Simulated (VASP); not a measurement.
ZnS: single point with r2SCAN

Crystal: ZnS.

```
Zn S
1.0
     0.00000    2.69537    2.69537
     2.69537    0.00000    2.69537
     2.69537    2.69537    0.00000
Zn S
1 1
Direct
  0.00000 0.00000 0.00000
  0.75000 0.75000 0.75000
```

```json
{"Program": "VASP 6.6.1", "Task": "single point", "Functional": "r2SCAN", "Potentials or basis": "VASP PAW PBE potentials, release 64 (Zn, S)", "Cutoff": "520 eV", "k mesh": "6 × 6 × 6", "Occupations": "gaussian, width 0.02 eV", "Spin": "no spin polarisation", "Dipole correction": "no", "Further INCAR settings": "ALGO = Normal; EDIFF = 1e-07; NBANDS = 16"}
```

- Pressure: 0.0 GPa
- Band gap on the k mesh: 2.71 eV

Levels at points of the mesh, in eV from the valence-band top:
| k point | band 6 | band 7 | band 8 | band 9 | band 10 | band 11 | band 12 | band 13 |
| --- | --- | --- | --- | --- | --- | --- | --- | --- |
| (0.00, 0.00, 0.00) | -5.98 | 0.00 | 0.00 | 0.00 | 2.71 | 6.90 | 6.90 | 6.90 |
| (0.50, 0.00, 0.00) | -5.77 | -5.45 | -0.90 | -0.90 | 3.83 | 7.39 | 7.39 | 9.44 |
| (0.50, 0.50, 0.00) | -5.76 | -4.64 | -2.31 | -2.31 | 3.71 | 4.48 | 11.82 | 12.87 |

Wall time 24 s on 1 thread of Intel(R) Xeon(R) 6975P-C (Granite Rapids) (shared host), peak memory 0.16 GiB.

Caveat: the PAW data sets were made with another functional, which shifts forces and pressure a little.
